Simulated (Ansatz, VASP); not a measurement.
## One calculation of ZnCu, two programs

INCAR

```
SYSTEM = ZnCu
PREC = Accurate
ENCUT = 600
EDIFF = 1E-6
ISMEAR = 0
SIGMA = 0.1
LREAL = .FALSE.
LASPH = .TRUE.
NELM = 100
ALGO = Normal
ISIF = 3
LWAVE = .FALSE.
LCHARG = .FALSE.
GGA = PE
IBRION = 2
NSW = 100
EDIFFG = -0.005
```

KPOINTS

```
Automatic mesh
0
G
  18 18 10
  0 0 0
```

File POSCAR:

```
ZnCu
1.0
    1.4880390000     -2.1212790000      0.0000000000
    1.4880390000      2.1212790000      0.0000000000
    0.0000000000      0.0000000000      4.1407460000
Zn Cu
1 1
Direct
    0.5000000000      0.5000000000      0.5000000000
    0.0000000000      0.0000000000      0.0000000000
```

Input for Ansatz:

```yaml
crystal:
  lattice:
    - [1.488039, -2.121279, 0.0]
    - [1.488039, 2.121279, 0.0]
    - [0.0, 0.0, 4.140746]
  atoms:
    - { symbol: Zn, position: [0.5, 0.5, 0.5] }
    - { symbol: Cu, position: [0.0, 0.0, 0.0] }
basis:
  ecutwfc: 420
kpoints:
  mp_grid: { grid: [18, 18, 10] }
hamiltonian:
  xc: pbe
scf:
  occupations: { method: gaussian, width: 0.1 }
output:
  forces: true
  stress: true
  eigenvalues: true
relax:
  adjacent_minimum: "off"
  f_tol: 0.005
  max_steps: 80
  cell: { stress_tol: 0.05 }
```

Alike in both runs: task relaxation of cell and atoms; functional PBE; k mesh 18 × 18 × 10; occupations gaussian, width 0.1 eV; no spin polarisation.

|  | VASP | Ansatz |
| --- | --- | --- |
| version | VASP 6.6.1 | Ansatz 0.2.0 |
| potentials or method | VASP PAW PBE potentials, release 64 (Zn, Cu), cutoff 600 eV | scalar-relativistic, plane waves, PAW |
| valence electrons in the cell | 23 | 31 |

```csv
,VASP,Ansatz,Ansatz less VASP
"gap on the k mesh at the Fermi level, each at its own relaxed structure (eV)",none,none,-
relaxed volume (Å³/atom),13.07,13.02,-0.049
relaxed cell length with the largest relative difference (Å),3.482,3.434,-0.0475
```

A gap of «none» marks a metal or a gap that the smearing closes. VASP's potentials hold 23 valence electrons a cell and Ansatz's 31, so a difference there can come from the potentials and not from the codes.
